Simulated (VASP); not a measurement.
# Cu (Fd-3m) in VASP: a series of runs

The runs below take Cu through single point, with PBE.

Everything below comes from runs of VASP 6.6.1. Logs are shortened: lines on timing, memory, paths and dates and some standing lists are left out, and cuts for length are marked.

### Step 1. The cell of the first run

The structure is cubic, space group Fd-3m (No. 227). The conventional cell has a = 4.677 Å, b = 4.677 Å, c = 4.677 Å, α = 90.00°, β = 90.00°, γ = 90.00°. Cu (site symmetry -43m) has 4 Cu at 2.03 Å within 2.7 Å.

### Step 2. Single point, PBE

The input, INCAR:

```
PREC = Accurate
ENCUT = 520
EDIFF = 1E-6
ISMEAR = -1
SIGMA = 0.05
LREAL = False
LASPH = True
NELM = 80
ALGO = Normal
ISIF = 2
LWAVE = False
LCHARG = False
GGA = PE
NBANDS = 18
```

The input, KPOINTS:

```
regular mesh
0
Gamma
  14 14 14
```

The input, POSCAR:

```
Cu
1.0
    0.0000000000      2.3386595397      2.3386595397
    2.3386595397      0.0000000000      2.3386595397
    2.3386595397      2.3386595397      0.0000000000
Cu
2
Direct
    0.0000000000      0.0000000000      0.0000000000
    0.2500000000      0.2500000000      0.2500000000
```

Potentials or basis: VASP PAW PBE potentials, release 64 (Cu).

Started as:

```bash
$ cat potpaw_PBE.64/Cu/POTCAR > POTCAR
$ mpirun -np 1 vasp_std > vasp.out
```

OUTCAR:

```text
PREC = Accurate
   ENCUT = 520
   EDIFF = 1E-6
   ISMEAR = -1
   LREAL = False
   LASPH = True
   NELM = 80
   ISIF = 2
   GGA = PE

 ion  position               nearest neighbor table
   1  0.000  0.000  0.000-   2 2.03   2 2.03   2 2.03   2 2.03
   2  0.250  0.250  0.250-   1 2.03   1 2.03   1 2.03   1 2.03

  LATTYP: Found a face centered cubic cell.
 ALAT       =     4.6773190794

  Lattice vectors:

 A1 = (   0.0000000000,   2.3386595397,   2.3386595397)
 A2 = (   2.3386595397,   0.0000000000,   2.3386595397)
 A3 = (   2.3386595397,   2.3386595397,   0.0000000000)

Analysis of symmetry for initial positions (statically):
=====================================================================
 Subroutine PRICEL returns:
 Original cell was already a primitive cell.

 Routine SETGRP: Setting up the symmetry group for a
 face centered cubic supercell.

 Subroutine GETGRP returns: Found 48 space group operations
 (whereof 24 operations were pure point group operations)
 out of a pool of 48 trial point group operations.

The static configuration has the point symmetry T_d .
 The point group associated with its full space group is O_h .

Analysis of symmetry for dynamics (positions and initial velocities):
=====================================================================
 Subroutine PRICEL returns:
 Original cell was already a primitive cell.

 Routine SETGRP: Setting up the symmetry group for a
 face centered cubic supercell.

 Subroutine GETGRP returns: Found 48 space group operations
 (whereof 24 operations were pure point group operations)
 out of a pool of 48 trial point group operations.

The dynamic configuration has the point symmetry T_d .
 The point group associated with its full space group is O_h .

 Subroutine INISYM returns: Found 48 space group operations
 (whereof 24 operations are pure point group operations),
 and found     1 'primitive' translations

----------------------------------------------------------------------------------------

                                     Primitive cell

  volume of cell :      25.5818

  direct lattice vectors                    reciprocal lattice vectors
     0.000000000  2.338659540  2.338659540    -0.213797687  0.213797687  0.213797687
     2.338659540  0.000000000  2.338659540     0.213797687 -0.213797687  0.213797687
[... 76 lines left out ...]
   PREC   = accura    normal or accurate (medium, high low for compatibility)
   ISTART =      0    job   : 0-new  1-cont  2-samecut
   ICHARG =      2    charge: 1-file 2-atom 10-const
   ISPIN  =      1    spin polarized calculation?
   LNONCOLLINEAR =      F non collinear calculations
   LSORBIT =      F    spin-orbit coupling
   LASPH  =      T    aspherical Exc in radial PAW
   ENCUT  =  520.0 eV  38.22 Ry    6.18 a.u.   6.15  6.15  6.15*2*pi/ulx,y,z
   NELM   =     80;   NELMIN=  2; NELMDL= -5     # of ELM steps
   EDIFF  = 0.1E-05   stopping-criterion for ELM
   LREAL  =      F    real-space projection
   EDIFFG = 0.1E-04   stopping-criterion for IOM
   NSW    =      0    number of steps for IOM
   IBRION =     -1    ionic relax: 0-MD 1-quasi-New 2-CG
   NFREE  =      0    steps in history (QN), initial steepest desc. (CG)
   ISIF   =      2    stress and relaxation
   ISYM   =      2    0-nonsym 1-usesym 2-fastsym
   POTIM  = 0.5000    time-step for ionic-motion
   TEBEG  =    0.0;   TEEND  =   0.0 temperature during run
   PSTRESS=    0.0 pullay stress
   NELECT =      22.0000    total number of electrons
   NUPDOWN=      -1.0000    fix difference up-down
   EMIN   =  10.00;   EMAX   =-10.00  energy-range for DOS
   EFERMI =   0.00;   METHOD = LEGACY
   ISMEAR =    -1;   SIGMA  =   0.05  broadening in eV -4-tet -1-fermi 0-gaus
   EFERMI_NEDOS =   21; number of points for ismear=-14 and -15
   IALGO  =     38    algorithm
   IMIX   =      4    mixing-type and parameters
     AMIX     =   0.40;   BMIX     =  1.00
     AMIX_MAG =   1.60;   BMIX_MAG =  1.00
  volume/ion in A,a.u.               =      12.79        86.32
  Fermi-wavevector in a.u.,A,eV,Ry     =   1.556821  2.941965 32.976333  2.423692
  Thomas-Fermi vector in A             =   2.660561
   LORBIT       =      0    0 simple, 1 ext, 2 COOP (PROOUT), +10 PAW based schemes
   GGA     = PE    functional components
   LHFCALC =     F    Hartree Fock is set to
   AEXX    =    0.0000 exact exchange contribution
   IVDW    =     0    specifies the selected vdW correction
   LEPSILON=     F    determine dielectric tensor
   LRPA    =     F    only Hartree local field effects (RPA)
 non-spin polarized calculation
  energy-cutoff  :      520.00
  volume of cell :       25.58
 maximum number of plane-waves:       701
 NGX is ok and might be reduce to    28
   NGX = 13   NGY = 13   NGZ = 13

 number of electron      21.9999993 magnetization

 Free energy of the ion-electron system (eV)
  ---------------------------------------------------
  ext. energy  EPLUGINS =         0.00000000
  ---------------------------------------------------
  free energy    TOTEN  =        -3.76747898 eV

  energy without entropy =       -3.76217220  energy(sigma->0) =       -3.76482559

 E-fermi :   6.8555     XC(G=0): -11.9825

 val. band max:        6.8126421784   @ k =  -0.4286   0.3571   0.0000
 cond. band min:       6.9101284909   @ k =  -0.4286   0.2857   0.0000
 fundamental gap:      0.0974863126
 Fermi energy:         6.8554954216

 k-point     1 :       0.0000    0.0000    0.0000
  band No.  band energies     occupation
      1      -1.9749      2.00000
      2       2.1088      2.00000
      3       2.1088      2.00000
      4       2.2140      2.00000
      5       2.2140      2.00000
      6       2.2140      2.00000
[... 481 lines left out ...]
      5       2.4737      2.00000
      6       2.8333      2.00000
[... 10 lines left out ...]
     17      24.6345      0.00000
     18      24.7254      0.00000

 [... further k-points ...]
[... 5 lines left out ...]
  --------------------------------------------------------------------------------------
  -------------------------------------------------------------------------------------
  Total        9.6090640      9.6090640      9.6090640      0.0000000     -0.0000000     -0.0000000
  in kB      601.8117534    601.8117534    601.8117534      0.0000000     -0.0000000     -0.0000000
  external PRESSURE =     601.8117534 kB  Pullay stress =       0.0000000 kB

 VOLUME and BASIS-vectors are now :
 -----------------------------------------------------------------------------
  energy-cutoff  :      520.00
  volume of cell :       25.58
      direct lattice vectors                 reciprocal lattice vectors
     0.000000000  2.338659540  2.338659540    -0.213797687  0.213797687  0.213797687
     2.338659540  0.000000000  2.338659540     0.213797687 -0.213797687  0.213797687
     2.338659540  2.338659540  0.000000000     0.213797687  0.213797687 -0.213797687

 POSITION                                       TOTAL-FORCE (eV/Angst)
 -----------------------------------------------------------------------------------
      0.00000      0.00000      0.00000        -0.000000     -0.000000     -0.000000
      1.16933      1.16933      1.16933         0.000000      0.000000      0.000000
 -----------------------------------------------------------------------------------
    total drift:                                0.000000      0.000000      0.000000

  FREE ENERGIE OF THE ION-ELECTRON SYSTEM (eV)
  ---------------------------------------------------
  free  energy   TOTEN  =        -3.7674789806 eV

  energy  without entropy=       -3.7621722007  energy(sigma->0) =       -3.76482559
```

OSZICAR:

```text
N       E                     dE             d eps       ncg     rms          rms(c)
DAV:   1     0.135553294384E+03    0.13555E+03   -0.10777E+04  4000   0.218E+03
DAV:   2     0.256686648950E+01   -0.13299E+03   -0.12663E+03  3752   0.292E+02
DAV:   3    -0.492244993360E+01   -0.74893E+01   -0.71769E+01  4104   0.935E+01
DAV:   4    -0.502426229136E+01   -0.10181E+00   -0.10175E+00  4286   0.119E+01
DAV:   5    -0.502610637656E+01   -0.18441E-02   -0.18440E-02  4614   0.146E+00    0.963E+00
DAV:   6    -0.426866357272E+01    0.75744E+00   -0.90714E+00  4604   0.781E+01    0.392E+00
DAV:   7    -0.379723133087E+01    0.47143E+00   -0.18053E+00  4472   0.338E+01    0.110E+00
DAV:   8    -0.377062883008E+01    0.26603E-01   -0.24568E-02  4220   0.159E+00    0.481E-01
DAV:   9    -0.376762779036E+01    0.30010E-02   -0.11383E-02  4826   0.263E+00    0.114E-01
DAV:  10    -0.376748392676E+01    0.14386E-03   -0.73406E-04  5714   0.507E-01    0.172E-02
DAV:  11    -0.376747976130E+01    0.41655E-05   -0.16097E-05  5870   0.683E-02    0.434E-03
DAV:  12    -0.376747848824E+01    0.12731E-05   -0.82587E-07  2300   0.216E-02    0.191E-03
DAV:  13    -0.376747898060E+01   -0.49235E-06   -0.22769E-07  2194   0.114E-02
   1 F= -.37674790E+01 E0= -.37648256E+01  d E =-.530678E-02
```

Run time: 71 s. Hardware: 1 thread of AMD EPYC 7R43 (Zen 3), shared host; peak memory 0.14 GiB.

What came out:

| Quantity | Value |
| --- | --- |
| Free energy | -3.7675 eV |
| Pressure | 60.2 GPa |
| Band gap on the k mesh | zero (band 11 reaches 7.79 eV, above the bottom of band 12 at 6.62 eV) |

### Step 3. Single point, PBE

This run uses another cell than the first one, of 13.83 Å³/atom, 1.081 times its volume.

The input, INCAR:

```
SYSTEM = Cu
PREC = Accurate
ENCUT = 520
EDIFF = 1E-6
ISMEAR = -1
SIGMA = 0.05
LREAL = .False.
LASPH = .True.
NELM = 60
ALGO = Normal
ISIF = 2
LWAVE = .False.
LCHARG = .False.
GGA = PE
NBANDS = 18
```

The input, KPOINTS:

```
Automatic mesh
0
Gamma
  14 14 14
  0 0 0
```

The input, POSCAR:

```
Cu
1.0
    0.0000000000      2.4004991475      2.4004991475
    2.4004991475      0.0000000000      2.4004991475
    2.4004991475      2.4004991475      0.0000000000
Cu
2
Direct
    0.0000000000      0.0000000000      0.0000000000
    0.2500000000      0.2500000000      0.2500000000
```

Potentials or basis: VASP PAW PBE potentials, release 64 (Cu).

Started as:

```bash
$ cat potpaw_PBE.64/Cu/POTCAR > POTCAR
$ mpirun -np 1 vasp_std > vasp.out
```

Wall time 69 s (1 thread of AMD EPYC 7R43 (Zen 3), shared host); peak memory 0.14 GiB.

Results (log left out):

| Item | Value |
| --- | --- |
| Free energy | -4.4134 eV |
| Pressure | 40.1 GPa |
| Band gap on the k mesh | zero (band 11 reaches 6.76 eV, above the bottom of band 12 at 5.64 eV) |

Levels at points of the mesh, in eV from the Fermi level:
```csv
k point,band 8,band 9,band 10,band 11,band 12,band 13,band 14,band 15
"(0.00, 0.00, 0.00)",-2.60,-2.60,-1.51,-1.51,12.29,12.29,12.29,12.80
"(0.50, 0.00, 0.00)",-2.24,-2.24,-1.67,-1.67,-0.27,8.72,8.72,12.54
"(0.50, 0.50, 0.00)",-2.86,-1.52,-1.52,0.31,0.31,4.05,4.05,9.47
```
